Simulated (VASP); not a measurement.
A run of VASP 6.6.1 is set up as follows.

INCAR

```
ALGO     = Normal         # electronic algorithm
EDIFF    = 1E-7           # SCF threshold, eV
EDIFFG   = -0.002         # ionic threshold
ENCUT    = 600            # plane-wave cutoff, eV
GGA      = PS             # functional
IBRION   = 2              # ionic algorithm
ISIF     = 3              # what is computed and relaxed
ISMEAR   = 0              # smearing method
LASPH    = T              # aspherical terms in the spheres
LCHARG   = F              # write CHGCAR
LREAL    = F              # projectors in reciprocal space
LWAVE    = F              # write WAVECAR
NELM     = 80             # most SCF steps
NSW      = 100            # ionic steps
PREC     = Accurate       # precision mode
PSTRESS  = 40.0         
SIGMA    = 0.01           # smearing width, eV
```

File KPOINTS:

```
k-points
0
Gamma
  6 6 6
```

Contents of POSCAR:

```
CuI
1.0
    0.0000000000      2.9695375105      2.9695375105
    2.9695375105      0.0000000000      2.9695375105
    2.9695375105      2.9695375105      0.0000000000
Cu I
1 1
Direct
    0.7500000000      0.7500000000      0.7500000000
    0.0000000000      0.0000000000      0.0000000000
```

Potentials or basis: VASP PAW PBE potentials, release 64 (Cu, I).

The run is started by

```console
$ cat potpaw_PBE.64/Cu/POTCAR potpaw_PBE.64/I/POTCAR > POTCAR
$ mpirun -np 1 vasp_std > vasp.out
```

Problem. What does it give for the space group after relaxing (to 0.1 Å)?

Solution. F-43m (No. 216).

Problem. Predict the relaxed cell.

Solution. a = 4.109 Å, b = 4.109 Å, c = 4.109 Å, α = 60.00°, β = 60.00°, γ = 60.00°.

Problem. What does it give for the band gap on the k mesh?

Solution. 1.39 eV.

Problem. Predict the relaxed volume.

Solution. 24.52 Å³/atom.

Final structure:
```xyz
2
Lattice="0.0000 2.9054 2.9054 2.9054 0.0000 2.9054 2.9054 2.9054 0.0000" Properties=species:S:1:pos:R:3 pbc="T T T"
Cu    4.3581    4.3581    4.3581
I     0.0000    0.0000    0.0000
```

Caveat: the cell is relaxed towards a set pressure, so the run minimises the enthalpy, not the energy; the PAW data sets were made with another functional, which shifts forces and pressure a little; spin-orbit coupling is left out, which moves the levels of the heavy elements.
